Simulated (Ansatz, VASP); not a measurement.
## BC5 in VASP and in Ansatz

```
B C
1.0
     1.86857   -3.36215    0.00000
     1.86857    3.36215    0.00000
     0.00000    0.00000    6.97040
B C
1 5
Direct
  0.00000 0.00000 0.50000
  0.50000 0.50000 0.00000
  0.16676 0.16676 0.00000
  0.83324 0.83324 0.00000
  0.78503 0.21497 0.50000
  0.21497 0.78503 0.50000
```

Alike in both runs: functional PBE; k mesh 4 × 4 × 4; occupations gaussian, width 0.1 eV; no spin polarisation.

Ansatz relaxed the structure, and its values are those at the end. VASP's run is a single point on that final structure, the one shown.

```csv
,VASP,Ansatz
version,VASP 6.6.1,Ansatz 0.2.0
potentials or method,"VASP PAW PBE potentials, release 64 (B, C), cutoff 520 eV","scalar-relativistic, plane waves, PAW"
valence electrons in the cell,23,23
```

```csv
,VASP,Ansatz,Ansatz less VASP
gap on the k mesh at the Fermi level (eV),none,none,-
pressure (GPa),0.0,0.1,+0.10
```

A gap of «none» marks a metal or a gap that the smearing closes.

The k mesh is coarse, so the values compare programs but aren't converged.
